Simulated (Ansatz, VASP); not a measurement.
# Two plane-wave programs on KF

```
K F
1.0
     3.83193    0.00000    0.00000
    -1.91597    3.31855    0.00000
     0.00000    0.00000    9.38618
K F
3 3
Direct
  0.00000 0.00000 0.00000
  0.33333 0.66667 0.33333
  0.66667 0.33333 0.66667
  0.66667 0.33333 0.16667
  0.00000 0.00000 0.50000
  0.33333 0.66667 0.83333
```

Alike in both runs: functional PBE; k mesh 9 × 9 × 4; occupations gaussian, width 0.02 eV; no spin polarisation.

Ansatz relaxed the structure, and its values are those at the end. VASP's run is a single point on that final structure, the one shown.

|  | VASP | Ansatz |
| --- | --- | --- |
| version | VASP 6.6.1 | Ansatz 0.2.0 |
| potentials or method | VASP PAW PBE potentials, release 64 (K_sv, F), cutoff 520 eV | scalar-relativistic, plane waves, PAW |
| valence electrons in the cell | 48 | 48 |

VASP gave:

| Item | Value |
| --- | --- |
| gap on the k mesh at the Fermi level (eV) | 5.95 |
| least direct gap on the mesh (eV) | 5.95 |
| pressure (GPa) | 0.0 |

Task: Estimate Ansatz's values.

Result: gap on the k mesh at the Fermi level (eV): 5.97; least direct gap on the mesh (eV): 5.97; pressure (GPa): 0.0.
